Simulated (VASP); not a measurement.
A run of VASP 6.6.1 is set up as follows.

Contents of INCAR:

```
PREC = Accurate
ENCUT = 520
EDIFF = 1E-6
ISMEAR = 0
SIGMA = 0.1
LREAL = F
LASPH = T
NELM = 100
ALGO = Normal
ISIF = 2
LWAVE = F
LCHARG = T
GGA = PE
LELF = T
LVHAR = T
NBANDS = 21
```

File KPOINTS:

```
Automatic mesh
0
Gamma
  14 14 14
```

File POSCAR:

```
Sn
1.0
    0.0000000000      2.7812821342      2.7812821342
    2.7812821342      0.0000000000      2.7812821342
    2.7812821342      2.7812821342      0.0000000000
Sn
2
Direct
    0.5000000000      0.5000000000      0.5000000000
    0.7500000000      0.7500000000      0.7500000000
```

Potentials or basis: VASP PAW PBE potentials, release 64 (Sn_d).

Command:

```bash
$ cat potpaw_PBE.64/Sn_d/POTCAR > POTCAR
$ mpirun -np 1 vasp_std > vasp.out
```

**Question.** Predict the pressure.

**Answer.** 69.9 GPa.

**Question.** Estimate the band gap on the k mesh.

**Answer.** Zero (bands 14 and 15 overlap by 0.41 eV).

Caveat: the cell differs from its parent crystal (C replaced by Sn, lengths x 1.497, strained); the cell stands under pressure; spin-orbit coupling is left out, which moves the levels of the heavy elements.
